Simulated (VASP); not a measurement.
Ca2C, 3 atoms in the cell. It takes space group Fm-3m (No. 225, cubic). Conventional cell: a = 6.319 Å, b = 6.319 Å, c = 6.319 Å, α = 90.00°, β = 90.00°, γ = 90.00°. Within 3.6 Å of C (site symmetry m-3m) lie 8 Ca at 2.74 Å. Ca (site symmetry -43m) has 4 C at 2.74 Å and 6 Ca at 3.16 Å within 3.6 Å. 

| Item | Value |
| --- | --- |
| Program | VASP 6.6.1 |
| Task | single point |
| Functional | r2SCAN |
| Potentials or basis | VASP PAW PBE potentials, release 64 (C, Ca_sv) |
| Cutoff | 520 eV |
| k mesh | 6 × 6 × 6 |
| Occupations | gaussian, width 0.01 eV |
| Spin | no spin polarisation |
| Dipole correction | no |
| Further INCAR settings | ALGO = Normal; EDIFF = 1e-07; NBANDS = 19 |

Potentials or basis: VASP PAW PBE potentials, release 64 (C, Ca_sv).

Run with:

```bash
$ cat potpaw_PBE.64/C/POTCAR potpaw_PBE.64/Ca_sv/POTCAR > POTCAR
$ cp INCAR.step1 INCAR
$ mpirun -np 1 vasp_std > vasp.out
$ cp INCAR.step2 INCAR
$ mpirun -np 1 vasp_std > vasp.out
```

Hardware: 1 thread of Intel Xeon 8259CL, with other jobs on the host.

Problem. How long does it take, and how much memory?

Solution. Run time: 3.4 min on 1 thread of Intel Xeon 8259CL, with other jobs on the host, peak memory 0.22 GiB. Counts: k points 16.
